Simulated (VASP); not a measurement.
BP:

```
P B
1.0
     0.00000    2.29886    2.29886
     2.29886    0.00000    2.29886
     2.29886    2.29886    0.00000
P B
1 1
Cartesian
  3.4483 3.4483 3.4483
  0.0000 0.0000 0.0000
```

Program: VASP 6.6.1. Alike in all runs: task single point; potentials or basis VASP PAW PBE potentials, release 64 (P, B); no spin polarisation; cell as given; smearing fermi-dirac 0.05 eV.

**Question.** Order these runs on this cell by their band gap on the k mesh, lowest first.
A. level PBEsol-based screened hybrid with 25 % exact exchange; k mesh 5 × 5 × 5; cutoff (eV) 520; grid for exact exchange (PRECFOCK) Normal; share of exact exchange 0.25; screening parameter 0.207 1/Å
B. level PBE0; k mesh 5 × 5 × 5; cutoff (eV) 520; grid for exact exchange (PRECFOCK) Normal; share of exact exchange 0.25
C. level HF; k mesh 5 × 5 × 5; cutoff (eV) 520; grid for exact exchange (PRECFOCK) Normal; share of exact exchange 1
D. level b88 exchange, pbe correlation; k mesh 10 × 10 × 10; cutoff (eV) 500

**Answer.** D (1.30 eV), A (1.96 eV), B (2.77 eV), C (8.09 eV).

Caveats: some runs use coarse meshes; an odd mesh through Γ misses points on the zone boundary, where band edges can lie (at least some runs); the cell stands under tension (at least some runs).

A k mesh can miss the band edges, odd and even meshes differently.
